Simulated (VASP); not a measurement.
**NiO: single point with PBE**

Crystal: NiO.

```
Ni O
1.0
     0.00000    2.11693    2.11693
     2.11693    0.00000    2.11693
     2.11693    2.11693    0.00000
Ni O
1 1
Direct
  0.00000 0.00000 0.00000
  0.50000 0.50000 0.50000
```

- Program: VASP 6.6.1
- Task: single point
- Functional: PBE
- Potentials or basis: VASP PAW PBE potentials, release 64 (Ni, O)
- Cutoff: 520 eV
- k mesh: 8 × 8 × 8
- Occupations: gaussian, width 0.05 eV
- Spin: collinear spin, ferromagnetic start
- Starting moments: [1.62, 0.0] μB

```json
{
 "Pressure": "-1.9 GPa",
 "Net moment": "1.86 μB per cell",
 "Site moments": "Ni +1.51; O +0.29 μB",
 "Valence electrons inside the program's atomic spheres": "Ni 8.91; O 4.96"
}
```

Levels at points of the mesh, in eV from the Fermi level:
Spin up:
```csv
k point,band 7,band 8,band 9,band 10,band 11,band 12
"(0.00, 0.00, 0.00)",-2.65,-2.65,-2.65,1.29,17.70,18.58
"(0.50, 0.00, 0.00)",-1.50,0.14,0.14,5.49,9.55,13.71
"(0.50, 0.50, 0.00)",-2.41,-1.73,-1.73,5.84,10.29,12.02
```
Spin down:
| k point | band 4 | band 5 | band 6 | band 7 | band 8 | band 9 | band 10 | band 11 |
| --- | --- | --- | --- | --- | --- | --- | --- | --- |
| (0.00, 0.00, 0.00) | -2.28 | -1.79 | -1.79 | -1.79 | -0.52 | -0.52 | 1.66 | 17.63 |
| (0.50, 0.00, 0.00) | -4.51 | -0.96 | -0.96 | -0.60 | 2.15 | 2.15 | 5.67 | 10.11 |
| (0.50, 0.50, 0.00) | -3.58 | -2.69 | -0.79 | -0.79 | -0.12 | 0.34 | 6.31 | 10.67 |

It took 15 s on 1 thread of Intel(R) Xeon(R) 6975P-C (Granite Rapids), on a shared host, peak memory 0.15 GiB.

Caveat: a cell with one magnetic atom can't hold antiferromagnetic order, which such compounds often take; semilocal functionals often make such compounds metallic where correlation or magnetic order opens a gap, which also shifts bond lengths. With open d or f shells a metallic result of PBE can be an artefact of self-interaction; +U or a hybrid may open a gap.
